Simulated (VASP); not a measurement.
Set up this calculation in VASP 6.6.1, as the native input.

| Property | Result |
| --- | --- |
| Task | single point |
| Functional | LDA |
| Potentials or basis | VASP PAW LDA potentials, release 64 (Cd, S) |
| Cutoff | 520 eV |
| k mesh | 5 × 5 × 5 |
| Occupations | fermi-dirac, width 0.05 eV |
| Spin | no spin polarisation |
| Dipole correction | no |
| Further INCAR settings | ALGO = Normal; EDIFF = 1e-07; NBANDS = 16 |

The structure of CdS lies in POSCAR:

```
CdS
1.0
    0.0000000000      2.7532440000      2.7532440000
    2.7532440000      0.0000000000      2.7532440000
    2.7532440000      2.7532440000      0.0000000000
Cd S
1 1
Direct
    0.0108340000      0.0226670000     -0.0217870000
    0.5061420000      0.5073870000      0.4803130000
```

One way to write it, as run:

INCAR

```
ALGO     = Normal         # electronic algorithm
EDIFF    = 1E-7           # SCF threshold, eV
ENCUT    = 520            # plane-wave cutoff, eV
ISIF     = 2              # what is computed and relaxed
ISMEAR   = -1             # smearing method
LASPH    = True           # aspherical terms in the spheres
LCHARG   = False          # write CHGCAR
LREAL    = False          # projectors in reciprocal space
LWAVE    = False          # write WAVECAR
NBANDS   = 16             # bands
NELM     = 60             # most SCF steps
PREC     = Accurate       # precision mode
SIGMA    = 0.05           # smearing width, eV
```

KPOINTS

```
k-points
0
Gamma
  5 5 5
```

Potentials or basis: VASP PAW LDA potentials, release 64 (Cd, S).

The run is started by

```bash
$ cat potpaw_LDA.64/Cd/POTCAR potpaw_LDA.64/S/POTCAR > POTCAR
$ mpirun -np 1 vasp_std > vasp.out
```

Results of the run:

```yaml
Pressure: -6.2 GPa
Largest_force: 0.051 eV/Å
Band_gap_on_the_k_mesh: 0.51 eV, indirect (least direct gap 1.30 eV)
```

It took 21 s on 1 thread of Intel(R) Xeon(R) 6975P-C (Granite Rapids), with other jobs on the host, peak memory 0.17 GiB.
